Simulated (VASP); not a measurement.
A run of VASP 6.6.1:

The input POSCAR:

```
C
1.0
    0.0000000000     -1.7834000000     -1.7834000000
   -1.7834000000      0.0000000000     -1.7834000000
    1.7834000000      1.7834000000     -3.5668000000
C
4
Direct
    0.7774699029      0.7774699029      0.7499999494
    0.2225300971      0.2225300971      0.2500000506
    0.4024699029      0.4024699029      0.8749999494
    0.8475300971      0.8475300971      0.3750000506
```

INCAR.step1

```
SYSTEM = C
ALGO = Normal
EDIFF = 1E-5
ENCUT = 660
GGA = PE
GGA_COMPAT = .False.
ISMEAR = 0
LASPH = .True.
LCHARG = .False.
LREAL = .False.
LWAVE = .True.
NBANDS = 16
NELM = 120
PREC = Accurate
SIGMA = 0.05
```

File INCAR.step2:

```
SYSTEM = C
ALGO = Normal
EDIFF = 1E-6
ENCUT = 660
GGA_COMPAT = .False.
ISIF = 2
ISMEAR = 0
ISTART = 1
LASPH = .True.
LCHARG = .False.
LMIXTAU = .True.
LREAL = .False.
LWAVE = .False.
METAGGA = R2SCAN
NBANDS = 16
NELM = 120
PREC = Accurate
SIGMA = 0.05
```

KPOINTS

```
k-points
0
Gamma
  12 12 10
  0 0 0
```

Potentials or basis: VASP PAW PBE potentials, release 64 (C).

The run is started by

```bash
$ cat potpaw_PBE.64/C/POTCAR > POTCAR
$ cp INCAR.step1 INCAR
$ mpirun -np 1 vasp_std > vasp.out
$ cp INCAR.step2 INCAR
$ mpirun -np 1 vasp_std > vasp.out
```

Hardware: 1 thread of Oxide Virtual Turin-like Processor, on a shared host.

Question: Estimate the wall time of this run.

Answer: Wall time 14 min on 1 thread of Oxide Virtual Turin-like Processor, with other jobs on the host, peak memory 0.24 GiB. Counts: k points 398.
